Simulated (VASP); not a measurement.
# Sb in VASP: further runs

The runs below take Sb through single point, with PBE.

All numbers are computed with VASP 6.6.1; they aren't measurements. Logs are shortened: lines on timing, memory, paths and dates and some standing lists are left out, and cuts for length are marked.

**1. The cell of the first run**

The typed cell holds 2 atoms: a = 3.297 Å, b = 4.660 Å, c = 4.195 Å, α = 90.00°, β = 90.05°, γ = 90.00°.

**2. Single point, PBE (biaxial strain in the a-b plane: +6.0 %, then relaxed in part)**

File INCAR:

```
PREC     = Accurate       # precision mode
ENCUT    = 520            # plane-wave cutoff, eV
EDIFF    = 1E-6           # SCF threshold, eV
ISMEAR   = 0              # smearing method
SIGMA    = 0.1            # smearing width, eV
LREAL    = F              # projectors in reciprocal space
LASPH    = T              # aspherical terms in the spheres
NELM     = 80             # most SCF steps
ALGO     = Normal         # electronic algorithm
ISIF     = 2              # what is computed and relaxed
LWAVE    = F              # write WAVECAR
LCHARG   = F              # write CHGCAR
GGA      = PE             # functional
NBANDS   = 12             # bands
```

File KPOINTS:

```
regular mesh
0
Gamma
  14 10 10
```

File POSCAR:

```
Sb
1.0
    3.2971056343      0.0000000000      0.0025806306
    0.0000000000      4.6602093029      0.0000000000
   -0.0067497777      0.0000000000      4.1947581720
Sb
2
Direct
    0.0000012664      0.7500000000      0.7499792783
    0.9999987336      0.2500000000      0.2500207217
```

Potentials or basis: VASP PAW PBE potentials, release 64 (Sb).

Launch:

```
cat potpaw_PBE.64/Sb/POTCAR > POTCAR
mpirun -np 1 vasp_std > vasp.out
```

OUTCAR:

```text
PREC = Accurate
   ENCUT = 520
   EDIFF = 1E-6
   ISMEAR = 0
   LREAL = F
   LASPH = T
   NELM = 80
   ISIF = 2
   GGA = PE

 ion  position               nearest neighbor table
   1  0.000  0.750  0.750-   2 3.13   2 3.13   2 3.14   2 3.14
   2  1.000  0.250  0.250-   1 3.13   1 3.13   1 3.14   1 3.14

  LATTYP: Found a simple monoclinic cell.
 ALAT       =     3.2971066442
 B/A-ratio  =     1.4134238912
 C/A-ratio  =     1.2722559672
 COS(beta)  =    -0.0008264011

  Lattice vectors:

 A1 = (   3.2971056343,   0.0000000000,   0.0025806306)
 A2 = (   0.0000000000,   4.6602093029,   0.0000000000)
 A3 = (  -0.0067497777,   0.0000000000,   4.1947581720)

Analysis of symmetry for initial positions (statically):
=====================================================================
 Subroutine PRICEL returns:
 Original cell was already a primitive cell.

 Routine SETGRP: Setting up the symmetry group for a
 simple monoclinic supercell.

 Subroutine GETGRP returns: Found  4 space group operations
 (whereof  2 operations were pure point group operations)
 out of a pool of  4 trial point group operations.

The static configuration has the point symmetry S_2 .
 The point group associated with its full space group is C_2h.

Analysis of symmetry for dynamics (positions and initial velocities):
=====================================================================
 Subroutine PRICEL returns:
 Original cell was already a primitive cell.

 Routine SETGRP: Setting up the symmetry group for a
 simple monoclinic supercell.

 Subroutine GETGRP returns: Found  4 space group operations
 (whereof  2 operations were pure point group operations)
 out of a pool of  4 trial point group operations.

The dynamic configuration has the point symmetry S_2 .
 The point group associated with its full space group is C_2h.

 Subroutine INISYM returns: Found  4 space group operations
 (whereof  2 operations are pure point group operations),
 and found     1 'primitive' translations

----------------------------------------------------------------------------------------

                                     Primitive cell

  volume of cell :      64.4534

  direct lattice vectors                    reciprocal lattice vectors
     3.297105634  0.000000000  0.002580631     0.303295936  0.000000000  0.000488033
     0.000000000  4.660209303  0.000000000     0.000000000  0.214582637  0.000000000
    -0.006749778  0.000000000  4.194758172    -0.000186589  0.000000000  0.238392465

  length of vectors
     3.297106644  4.660209303  4.194763603     0.303296329  0.214582637  0.238392538

  position of ions in fractional coordinates (direct lattice)
     0.000001266  0.750000000  0.749979278
     0.999998734  0.250000000  0.250020722

  ion indices of the primitive-cell ions
   primitive index   ion index
                 1           1
                 2           2

----------------------------------------------------------------------------------------

 KPOINTS: regular mesh

Automatic generation of k-mesh.
 Grid dimensions read from file:
 generate k-points for:   14   10   10

 Generating k-lattice:

  Cartesian coordinates                     Fractional coordinates (reciprocal lattice)
     0.021663995  0.000000000  0.000034859     0.071428571  0.000000000  0.000000000
     0.000000000  0.021458264  0.000000000     0.000000000  0.100000000  0.000000000
    -0.000018659  0.000000000  0.023839246    -0.000000000  0.000000000  0.100000000

  Length of vectors
     0.021664023  0.021458264  0.023839254

  Shift w.r.t. Gamma in fractional coordinates (k-lattice)
     0.000000000  0.000000000  0.000000000

 Subroutine IBZKPT returns following result:
 ===========================================

 Found    432 irreducible k-points:

 Following reciprocal coordinates:
            Coordinates               Weight
  0.000000  0.000000  0.000000      1.000000
  0.071429  0.000000  0.000000      2.000000
  0.142857  0.000000 -0.000000      2.000000
  0.214286  0.000000 -0.000000      2.000000
  0.285714  0.000000 -0.000000      2.000000
  0.357143  0.000000 -0.000000      2.000000
[... 16 lines left out ...]
  0.428571  0.200000 -0.000000      4.000000
  0.500000  0.200000 -0.000000      2.000000
 [... further k-points ...]
   k-points           NKPTS =    432   k-points in BZ     NKDIM =    432   number of bands    NBANDS=     12
   number of dos      NEDOS =    301   number of ions     NIONS =      2
   total plane-waves  NPLWV =  32256
   dimension x,y,z NGX =    28 NGY =   36 NGZ =   32
   dimension x,y,z NGXF=    56 NGYF=   72 NGZF=   64
   ions per type =               2
   NGX,Y,Z   is equivalent  to a cutoff of  14.12, 12.84, 12.68 a.u.
   NGXF,Y,Z  is equivalent  to a cutoff of  28.24, 25.68, 25.36 a.u.
 SYSTEM =  unknown system
   PREC   = accura    normal or accurate (medium, high low for compatibility)
   ISTART =      0    job   : 0-new  1-cont  2-samecut
   ICHARG =      2    charge: 1-file 2-atom 10-const
   ISPIN  =      1    spin polarized calculation?
   LNONCOLLINEAR =      F non collinear calculations
   LSORBIT =      F    spin-orbit coupling
   LASPH  =      T    aspherical Exc in radial PAW
   ENCUT  =  520.0 eV  38.22 Ry    6.18 a.u.   6.13  8.66  7.80*2*pi/ulx,y,z
   NELM   =     80;   NELMIN=  2; NELMDL= -5     # of ELM steps
   EDIFF  = 0.1E-05   stopping-criterion for ELM
   LREAL  =      F    real-space projection
   EDIFFG = 0.1E-04   stopping-criterion for IOM
   NSW    =      0    number of steps for IOM
   IBRION =     -1    ionic relax: 0-MD 1-quasi-New 2-CG
   NFREE  =      0    steps in history (QN), initial steepest desc. (CG)
   ISIF   =      2    stress and relaxation
   ISYM   =      2    0-nonsym 1-usesym 2-fastsym
   POTIM  = 0.5000    time-step for ionic-motion
   TEBEG  =    0.0;   TEEND  =   0.0 temperature during run
   PSTRESS=    0.0 pullay stress
   NELECT =      10.0000    total number of electrons
   NUPDOWN=      -1.0000    fix difference up-down
   EMIN   =  10.00;   EMAX   =-10.00  energy-range for DOS
   EFERMI =   0.00;   METHOD = LEGACY
   ISMEAR =     0;   SIGMA  =   0.10  broadening in eV -4-tet -1-fermi 0-gaus
   EFERMI_NEDOS =   21; number of points for ismear=-14 and -15
   IALGO  =     38    algorithm
   IMIX   =      4    mixing-type and parameters
     AMIX     =   0.40;   BMIX     =  1.00
     AMIX_MAG =   1.60;   BMIX_MAG =  1.00
  volume/ion in A,a.u.               =      32.23       217.48
  Fermi-wavevector in a.u.,A,eV,Ry     =   0.879683  1.662360 10.528764  0.773842
  Thomas-Fermi vector in A             =   1.999940
   LORBIT       =      0    0 simple, 1 ext, 2 COOP (PROOUT), +10 PAW based schemes
   GGA     = PE    functional components
   LHFCALC =     F    Hartree Fock is set to
   AEXX    =    0.0000 exact exchange contribution
   IVDW    =     0    specifies the selected vdW correction
   LEPSILON=     F    determine dielectric tensor
   LRPA    =     F    only Hartree local field effects (RPA)
 non-spin polarized calculation
 Gauss-broadening in eV      SIGMA  =   0.10
  energy-cutoff  :      520.00
  volume of cell :       64.45
 maximum number of plane-waves:      1754
 NGX is ok and might be reduce to    28
   NGX = 13   NGY = 17   NGZ = 15

 number of electron      10.0000000 magnetization

 Free energy of the ion-electron system (eV)
  ---------------------------------------------------
  ext. energy  EPLUGINS =         0.00000000
  ---------------------------------------------------
  free energy    TOTEN  =        -8.07593988 eV

  energy without entropy =       -8.06998026  energy(sigma->0) =       -8.07296007

 E-fermi :   6.1607     XC(G=0):  -9.3012

 val. band max:        6.1572886784   @ k =  -0.4286   0.1000   0.4000
 cond. band min:       6.1690527662   @ k =   0.0714   0.3000   0.1000
 fundamental gap:      0.0117640878
 Fermi energy:         6.1607343945

 k-point     1 :       0.0000    0.0000    0.0000
  band No.  band energies     occupation
      1      -5.6343      2.00000
      2      -0.8627      2.00000
      3       2.5292      2.00000
      4       3.7127      2.00000
      5       8.3874      0.00000
      6       8.8587      0.00000
      7       9.5417      0.00000
      8      10.0147      0.00000
      9      12.1599      0.00000
     10      12.4524      0.00000
     11      13.4649      0.00000
     12      14.3533      0.00000

 k-point     2 :       0.0714    0.0000    0.0000
  band No.  band energies     occupation
      1      -5.5749      2.00000
      2      -0.8000      2.00000
      3       2.5836      2.00000
      4       3.7668      2.00000
      5       7.6461      0.00000
      6       8.9192      0.00000
      7       9.5977      0.00000
      8      10.0709      0.00000
      9      11.5932      0.00000
     10      13.2558      0.00000
     11      13.5148      0.00000
     12      14.4591      0.00000

 k-point     3 :       0.1429    0.0000   -0.0000
  band No.  band energies     occupation
      1      -5.3998      2.00000
      2      -0.6137      2.00000
      3       2.7421      2.00000
      4       3.9243      2.00000
      5       6.2299      0.32820
      6       9.0992      0.00000
      7       9.7603      0.00000
      8      10.2344      0.00000
      9      10.3421      0.00000
     10      13.6631      0.00000
     11      14.3348      0.00000
     12      15.0118      0.00000

 k-point     4 :       0.2143    0.0000   -0.0000
  band No.  band energies     occupation
      1      -5.1190      2.00000
      2      -0.3104      2.00000
      3       2.9899      2.00000
      4       4.1700      2.00000
      5       4.7604      2.00000
      6       8.9185      0.00000
      7       9.3975      0.00000
      8      10.0133      0.00000
      9      10.4890      0.00000
     10      13.6523      0.00000
     11      13.9041      0.00000
     12      14.7368      0.00000

 k-point     5 :       0.2857    0.0000   -0.0000
  band No.  band energies     occupation
      1      -4.7552      2.00000
      2       0.0934      2.00000
      3       3.2978      2.00000
      4       3.4172      2.00000
      5       4.4742      2.00000
      6       7.5539      0.00000
      7       9.7988      0.00000
      8      10.3249      0.00000
      9      10.8035      0.00000
     10      12.4711      0.00000
     11      13.7553      0.00000
     12      14.2246      0.00000
[... 228 lines left out ...]
      1      -4.4947      2.00000
      2      -0.9357      2.00000
      3       3.6692      2.00000
      4       4.3655      2.00000
      5       4.7950      2.00000
      6       6.8914      0.00000
      7       9.0790      0.00000
      8       9.6950      0.00000
      9      10.5149      0.00000
     10      12.9623      0.00000
     11      13.9947      0.00000
     12      15.7909      0.00000

 k-point    22 :       0.3571    0.2000   -0.0000
  band No.  band energies     occupation
      1      -4.0950      2.00000
      2      -0.5069      2.00000
      3       2.5501      2.00000
      4       4.6923      2.00000
      5       5.1094      2.00000
      6       5.7658      2.00000
      7       9.4074      0.00000
      8      10.0724      0.00000
      9      10.9425      0.00000
     10      12.0097      0.00000
     11      13.0694      0.00000
     12      15.6784      0.00000

 k-point    23 :       0.4286    0.2000   -0.0000
  band No.  band energies     occupation
      1      -3.7539      2.00000
      2      -0.1296      2.00000
      3       1.7708      2.00000
      4       4.7633      2.00000
      5       5.1590      2.00000
      6       5.3567      2.00000
      7       9.6687      0.00000
      8      10.3876      0.00000
      9      11.1352      0.00000
     10      11.5856      0.00000
     11      12.4536      0.00000
     12      14.8591      0.00000

 k-point    24 :       0.5000    0.2000   -0.0000
  band No.  band energies     occupation
      1      -3.6125      2.00000
      2       0.0313      2.00000
      3       1.4823      2.00000
      4       4.5403      2.00000
      5       5.1847      2.00000
      6       5.4526      2.00000
      7       9.7709      0.00000
      8      10.5160      0.00000
      9      10.9845      0.00000
     10      11.7000      0.00000
     11      12.2346      0.00000
     12      14.5266      0.00000

 [... further k-points ...]

------------------------ aborting loop because EDIFF is reached ----------------------------------------

  FORCE on cell =-STRESS in cart. coord.  units (eV):
  Direction    XX          YY          ZZ          XY          YZ          ZX
  --------------------------------------------------------------------------------------
  -------------------------------------------------------------------------------------
  Total       -2.6230888     -1.1500792     -0.0192246      0.0000000      0.0000000      0.0012109
  in kB      -65.2045363    -28.5885788     -0.4778835      0.0000000      0.0000000      0.0300998
  external PRESSURE =     -31.4236662 kB  Pullay stress =       0.0000000 kB

 VOLUME and BASIS-vectors are now :
 -----------------------------------------------------------------------------
  energy-cutoff  :      520.00
  volume of cell :       64.45
      direct lattice vectors                 reciprocal lattice vectors
     3.297105634  0.000000000  0.002580631     0.303295936  0.000000000  0.000488033
     0.000000000  4.660209303  0.000000000     0.000000000  0.214582637  0.000000000
    -0.006749778  0.000000000  4.194758172    -0.000186589  0.000000000  0.238392465

 POSITION                                       TOTAL-FORCE (eV/Angst)
 -----------------------------------------------------------------------------------
     -0.00506      3.49516      3.14598        -0.000003      0.000000      0.000069
      3.29541      1.16505      1.05136         0.000003      0.000000     -0.000069
 -----------------------------------------------------------------------------------
    total drift:                               -0.000000      0.000000     -0.000000

  FREE ENERGIE OF THE ION-ELECTRON SYSTEM (eV)
  ---------------------------------------------------
  free  energy   TOTEN  =        -8.0759398848 eV

  energy  without entropy=       -8.0699802575  energy(sigma->0) =       -8.07296007
```

Wall time 2.3 min (1 thread of Intel Xeon Platinum 8488C (Sapphire Rapids), shared host); peak memory 0.39 GiB.

What came out:

```
Free energy            : -8.0759 eV
Pressure               : -3.1 GPa
Band gap on the k mesh : zero (bands 5 and 6 overlap by 7.08 eV)
```

Stress tensor (GPa, compression positive):
```
-6.52  0.00  0.00
 0.00 -2.86  0.00
 0.00  0.00 -0.05
```

Caveat: the cell differs from its parent crystal (biaxial strain in the a-b plane: +6.0 %, then relaxed in part); the stress differs along the axes, from -7 to -0 GPa; spin-orbit coupling is left out, which moves the levels of the heavy elements.

[end of part 1 of 2]
